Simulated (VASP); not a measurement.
A run of VASP 6.6.1 is set up as follows.

Contents of POSCAR:

```
Hf2S
1.0
    3.3686896531      0.0000000000      0.0000000000
   -1.6843448265      2.9173708170      0.0000000000
    0.0000000000      0.0000000000     11.7159691122
Hf S
4 2
Direct
    0.6666666667      0.3333333333      0.8997324986
    0.3333333333      0.6666666667      0.3997324986
    0.6666666667      0.3333333333      0.6002675014
    0.3333333333      0.6666666667      0.1002675014
    0.0000000000      0.0000000000      0.7500000000
    0.0000000000      0.0000000000      0.2500000000
```

Contents of INCAR.step1:

```
SYSTEM = Hf2S
ALGO = Normal
EDIFF = 1E-4
ENCUT = 520
GGA = PE
ISMEAR = 0
LASPH = .True.
LCHARG = .False.
LREAL = .False.
LWAVE = .True.
NBANDS = 35
NELM = 80
PREC = Accurate
SIGMA = 0.1
```

File INCAR.step2:

```
SYSTEM = Hf2S
ALGO = Normal
BPARAM = 11.95
CPARAM = 0.0093
EDIFF = 1E-7
ENCUT = 520
ISIF = 2
ISMEAR = 0
ISTART = 1
IVDW_NL = 2
LASPH = .True.
LCHARG = .False.
LMIXTAU = .True.
LREAL = .False.
LUSE_VDW = .True.
LWAVE = .False.
METAGGA = R2SCAN
NBANDS = 35
NELM = 80
PREC = Accurate
SIGMA = 0.1
```

File KPOINTS:

```
k-points
0
Gamma
  12 12 4
  0 0 0
```

Potentials or basis: VASP PAW PBE potentials, release 64 (Hf_pv, S).

The run is started by

```bash
$ cat potpaw_PBE.64/Hf_pv/POTCAR potpaw_PBE.64/S/POTCAR > POTCAR
$ cp INCAR.step1 INCAR
$ mpirun -np 1 vasp_std > vasp.out
$ cp INCAR.step2 INCAR
$ mpirun -np 1 vasp_std > vasp.out
```

Task: Estimate the band gap on the k mesh.

Result: Zero (bands 26 and 27 overlap by 0.92 eV).

Task: What does it give for the largest force?

Result: 0.020 eV/Å.

Task: Estimate the pressure.

Result: -0.4 GPa.

Forces in eV/Å, atoms in the order of the input:
```
Hf   0.000  0.000 -0.020
Hf   0.000  0.000 -0.020
Hf   0.000  0.000  0.020
Hf   0.000  0.000  0.020
S    0.000  0.000  0.000
S    0.000  0.000  0.000
```

Caveat: the PAW data sets were made with another functional, which shifts forces and pressure a little; spin-orbit coupling is left out, which moves the levels of the heavy elements.
